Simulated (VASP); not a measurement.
# Li (Fmmm) in VASP: a series of runs, part 2 of 2

VASP 6.6.1. The steps go on from the part before.

### 3 Single point, r2SCAN (strain +0.0750 x Voigt [0, 0, 0, 1, 0, 0])

File POSCAR:

```
Li
1.0
   -1.7500000000      1.8156250000      1.8156250000
    1.7500000000     -1.6843750000      1.6843750000
    1.7500000000      1.6843750000     -1.6843750000
Li
1
Direct
    0.0000000000      0.0000000000      0.0000000000
```

File INCAR.step1:

```
SYSTEM = Li
PREC     = Accurate       ! precision mode
ENCUT    = 520            ! plane-wave cutoff, eV
ISMEAR   = 0              ! smearing method
SIGMA    = 0.15           ! smearing width, eV
LREAL    = .FALSE.        ! projectors in reciprocal space
LASPH    = .TRUE.         ! aspherical terms in the spheres
NELM     = 80             ! most SCF steps
NBANDS   = 8              ! bands
GGA      = PE             ! functional
ALGO     = Normal         ! electronic algorithm
EDIFF    = 1E-4           ! SCF threshold, eV
LWAVE    = .TRUE.         ! write WAVECAR
LCHARG   = .FALSE.        ! write CHGCAR
```

File INCAR.step2:

```
SYSTEM = Li
PREC     = Accurate       ! precision mode
ENCUT    = 520            ! plane-wave cutoff, eV
EDIFF    = 1E-7           ! SCF threshold, eV
ISMEAR   = 0              ! smearing method
SIGMA    = 0.15           ! smearing width, eV
LREAL    = .FALSE.        ! projectors in reciprocal space
LASPH    = .TRUE.         ! aspherical terms in the spheres
NELM     = 80             ! most SCF steps
ALGO     = Normal         ! electronic algorithm
ISIF     = 2              ! what is computed and relaxed
LWAVE    = .FALSE.        ! write WAVECAR
LCHARG   = .FALSE.        ! write CHGCAR
METAGGA  = R2SCAN         ! meta-GGA
LMIXTAU  = .TRUE.       
NBANDS   = 8              ! bands
ISTART   = 1
```

File KPOINTS:

```
regular mesh
0
G
  20 20 20
  0 0 0
```

Potentials or basis: VASP PAW PBE potentials, release 64 (Li_sv).

Launch:

```bash
> cat potpaw_PBE.64/Li_sv/POTCAR > POTCAR
> cp INCAR.step1 INCAR
> mpirun -np 1 vasp_std > vasp.out
> cp INCAR.step2 INCAR
> mpirun -np 1 vasp_std > vasp.out
```

OUTCAR:

```text
SYSTEM = Li
   PREC = Accurate
   ENCUT = 520
   EDIFF = 1E-7
   ISMEAR = 0
   LREAL = .FALSE.
   LASPH = .TRUE.
   NELM = 80
   ISIF = 2
   METAGGA = R2SCAN
   ISTART = 1

 ion  position               nearest neighbor table
   1  0.000  0.000  0.000-

  LATTYP: Found a face centered orthorhombic cell.
 ALAT       =     3.5000000000
 B/A-ratio  =     1.3611805538
 C/A-ratio  =     1.4672465710

  Lattice vectors:

 A1 = (   0.0000000000,   3.5000000000,   0.1312500000)
 A2 = (   1.7500000000,   1.8156250000,   1.8156250000)
 A3 = (   1.7500000000,   1.6843750000,  -1.6843750000)

Analysis of symmetry for initial positions (statically):
=====================================================================
 Subroutine PRICEL returns:
 Original cell was already a primitive cell.

 Routine SETGRP: Setting up the symmetry group for a
 face centered orthorhombic supercell.

 Subroutine GETGRP returns: Found  8 space group operations
 (whereof  8 operations were pure point group operations)
 out of a pool of  8 trial point group operations.

The static configuration has the point symmetry D_2h.

Analysis of symmetry for dynamics (positions and initial velocities):
=====================================================================
 Subroutine PRICEL returns:
 Original cell was already a primitive cell.

 Routine SETGRP: Setting up the symmetry group for a
 face centered orthorhombic supercell.

 Subroutine GETGRP returns: Found  8 space group operations
 (whereof  8 operations were pure point group operations)
 out of a pool of  8 trial point group operations.

The dynamic configuration has the point symmetry D_2h.

 Subroutine INISYM returns: Found  8 space group operations
 (whereof  8 operations are pure point group operations),
 and found     1 'primitive' translations

----------------------------------------------------------------------------------------

                                     Primitive cell
[... 111 lines left out ...]
  Fermi-wavevector in a.u.,A,eV,Ry     =   0.850343  1.606916  9.838150  0.723084
  Thomas-Fermi vector in A             =   1.966306
   LORBIT       =      0    0 simple, 1 ext, 2 COOP (PROOUT), +10 PAW based schemes
   METAGGA = R2SCAN    functional components
   LHFCALC =     F    Hartree Fock is set to
   AEXX    =    0.0000 exact exchange contribution
   IVDW    =     0    specifies the selected vdW correction
   LEPSILON=     F    determine dielectric tensor
   LRPA    =     F    only Hartree local field effects (RPA)
 non-spin polarized calculation
 Gauss-broadening in eV      SIGMA  =   0.15
  energy-cutoff  :      520.00
  volume of cell :       21.41
 maximum number of plane-waves:       592
   NGX = 11   NGY = 11   NGZ = 11

 number of electron       2.9999998 magnetization

 Free energy of the ion-electron system (eV)
  ---------------------------------------------------
  ext. energy  EPLUGINS =         0.00000000
  ---------------------------------------------------
  free energy    TOTEN  =        -2.38040688 eV

  energy without entropy =       -2.37512690  energy(sigma->0) =       -2.37776689

 E-fermi :   0.5166     XC(G=0):  -7.3054

 val. band max:        0.5155634015   @ k =   0.5000  -0.0500   0.0500
 cond. band min:       0.5183007347   @ k =  -0.0000   0.3500   0.1500
 fundamental gap:      0.0027373331
 Fermi energy:         0.5165513520

 k-point     1 :       0.0000    0.0000    0.0000
  band No.  band energies     occupation
      1     -47.7380      2.00000
      2      -3.2689      2.00000
      3      15.3854      0.00000
      4      16.2648      0.00000
      5      16.8012      0.00000
      6      19.2760      0.00000
      7      20.1525      0.00000
      8      20.5817      0.00000
[... 243 lines left out ...]
 k-point    24 :       0.1000    0.1000    0.0000
  band No.  band energies     occupation
      1     -47.7342      2.00000
      2      -2.6948      2.00000
      3      11.9500      0.00000
      4      13.2858      0.00000
      5      15.0411      0.00000
      6      18.2774      0.00000
      7      19.2097      0.00000
      8      21.0216      0.00000

 [... further k-points ...]

------------------------ aborting loop because EDIFF is reached ----------------------------------------

  FORCE on cell =-STRESS in cart. coord.  units (eV):
  Direction    XX          YY          ZZ          XY          YZ          ZX
  --------------------------------------------------------------------------------------
  -------------------------------------------------------------------------------------
  Total       -0.0459431     -0.0674739     -0.0674739     -0.0000000     -0.1158033     -0.0000000
  in kB       -3.4384940     -5.0499042     -5.0499042     -0.0000000     -8.6669952     -0.0000000
  external PRESSURE =      -4.5127675 kB  Pullay stress =       0.0000000 kB

 VOLUME and BASIS-vectors are now :
 -----------------------------------------------------------------------------
  energy-cutoff  :      520.00
  volume of cell :       21.41
      direct lattice vectors                 reciprocal lattice vectors
    -1.750000000  1.815625000  1.815625000     0.000000000  0.275387263  0.275387263
     1.750000000 -1.684375000  1.684375000     0.285714286 -0.010729374  0.286116637
     1.750000000  1.684375000 -1.684375000     0.285714286  0.286116637 -0.010729374

 POSITION                                       TOTAL-FORCE (eV/Angst)
 -----------------------------------------------------------------------------------
      0.00000      0.00000      0.00000         0.000000     -0.000000      0.000000
 -----------------------------------------------------------------------------------
    total drift:                               -0.000000      0.000000     -0.000000

  FREE ENERGIE OF THE ION-ELECTRON SYSTEM (eV)
  ---------------------------------------------------
  free  energy   TOTEN  =        -2.3804068827 eV

  energy  without entropy=       -2.3751268993  energy(sigma->0) =       -2.37776689
```

OSZICAR.step1:

```text
N       E                     dE             d eps       ncg     rms          rms(c)
DAV:   1    -0.921997807945E-01   -0.92200E-01   -0.70825E+02 18776   0.258E+02
DAV:   2    -0.187487642911E+01   -0.17827E+01   -0.17388E+01 27400   0.348E+01
DAV:   3    -0.190226104378E+01   -0.27385E-01   -0.27359E-01 20632   0.321E+00
DAV:   4    -0.190265023992E+01   -0.38920E-03   -0.38919E-03 28488   0.340E-01
DAV:   5    -0.190265171521E+01   -0.14753E-05   -0.14753E-05 21216   0.149E-02    0.247E-01
DAV:   6    -0.190147282426E+01    0.11789E-02   -0.28399E-04 30208   0.698E-02    0.140E-01
DAV:   7    -0.190088828895E+01    0.58454E-03   -0.66242E-04 29720   0.102E-01    0.273E-02
DAV:   8    -0.190088557794E+01    0.27110E-05   -0.61426E-06 10248   0.192E-02
   1 F= -.19008856E+01 E0= -.18980459E+01  d E =-.567933E-02
```

Run time: 11 min. Hardware: 1 thread of Intel Xeon Platinum 8124M at 3.00GHz (Skylake/Cascade Lake), shared host; peak memory 0.26 GiB.

Results:

- Free energy: -2.3804 eV
- Band gap on the k mesh: zero (an odd number of electrons rules out a gap without spin polarisation)

Caveat: the cell differs from its parent crystal (strain +0.0750 x Voigt [0, 0, 0, 1, 0, 0]); the cutoff is under 1.25 times the usual one of these potentials, so pressure, stress and relaxed cells hold a basis-set (Pulay) error; the PAW data sets were made with another functional, which shifts forces and pressure a little.

### 4 Single point, r2SCAN (strain -0.0500 x Voigt [0, 0, 0, 1, 0, 0])

File POSCAR:

```
Li
1.0
   -1.7500000000      1.7062500000      1.7062500000
    1.7500000000     -1.7937500000      1.7937500000
    1.7500000000      1.7937500000     -1.7937500000
Li
1
Direct
    0.0000000000      0.0000000000      0.0000000000
```

File INCAR.step1:

```
SYSTEM = Li
  PREC = Accurate
  ENCUT = 520
  ISMEAR = 0
  SIGMA = 0.15
  LREAL = .FALSE.
  LASPH = .TRUE.
  NELM = 60
  NBANDS = 8
  GGA = PE
  ALGO = Normal
  EDIFF = 1E-4
  LWAVE = .TRUE.
  LCHARG = .FALSE.
```

File INCAR.step2:

```
SYSTEM = Li
  PREC = Accurate
  ENCUT = 520
  EDIFF = 1E-6
  ISMEAR = 0
  SIGMA = 0.15
  LREAL = .FALSE.
  LASPH = .TRUE.
  NELM = 60
  ALGO = Normal
  ISIF = 2
  LWAVE = .FALSE.
  LCHARG = .TRUE.
  METAGGA = R2SCAN
  LMIXTAU = .TRUE.
  LELF = .TRUE.
  LVHAR = .TRUE.
  NBANDS = 8
  ISTART = 1
```

KPOINTS is that of step 3.

Launch:

```bash
> cat potpaw_PBE.64/Li_sv/POTCAR > POTCAR
> cp INCAR.step1 INCAR
> mpirun -np 1 vasp_std > vasp.out
> cp INCAR.step2 INCAR
> mpirun -np 1 vasp_std > vasp.out
```

Run time: 8.4 min. Hardware: 1 thread of Intel Xeon Platinum 8124M at 3.00GHz (Skylake/Cascade Lake), shared host; peak memory 0.26 GiB.

The run converged. Its results:

| Item | Value |
| --- | --- |
| Free energy | -2.3826 eV |
| Band gap on the k mesh | zero (an odd number of electrons rules out a gap without spin polarisation) |

Levels at points of the mesh, in eV from the Fermi level:
```
           k point  band 1  band 2  band 3  band 4  band 5
(0.00, 0.00, 0.00)  -48.24   -3.79   15.17   15.72   16.12
(0.50, 0.00, 0.00)  -48.22    0.51    3.65   10.69   12.32
(0.00, 0.50, 0.00)  -48.23    0.27    3.34   10.87   12.77
(0.00, 0.50, 0.50)  -48.23    0.04    3.03   11.42   12.79
(0.50, 0.50, 0.50)  -48.21    5.72    5.84    6.02    7.93
```

Caveat: the cell differs from its parent crystal (strain -0.0500 x Voigt [0, 0, 0, 1, 0, 0]); the cutoff is under 1.25 times the usual one of these potentials, so pressure, stress and relaxed cells hold a basis-set (Pulay) error; the PAW data sets were made with another functional, which shifts forces and pressure a little.

### 5 Summary

```tsv
cell	gap on the mesh (eV)
a = 3.120, b = 2.943, c = 2.943 Å, angles 107.0, 109.5, 109.5°, 1 atom	none
a = 3.107, b = 2.956, c = 2.956 Å, angles 107.4, 109.5, 109.5°, 1 atom	none
a = 2.981, b = 3.082, c = 3.082 Å, angles 110.8, 109.5, 109.5°, 1 atom	none
```

Alike in all rows: task single point; level r2SCAN; potentials or basis VASP PAW PBE potentials, release 64 (Li_sv); no spin polarisation; k mesh 20 × 20 × 20; cutoff (eV) 520; smearing gaussian 0.15 eV.

Caveats: the cutoff is under 1.25 times the usual one of these potentials, so pressure, stress and relaxed cells hold a basis-set (Pulay) error; the PAW data sets were made with another functional, which shifts forces and pressure a little.

Absolute energies hang on the potentials; compare differences alone.
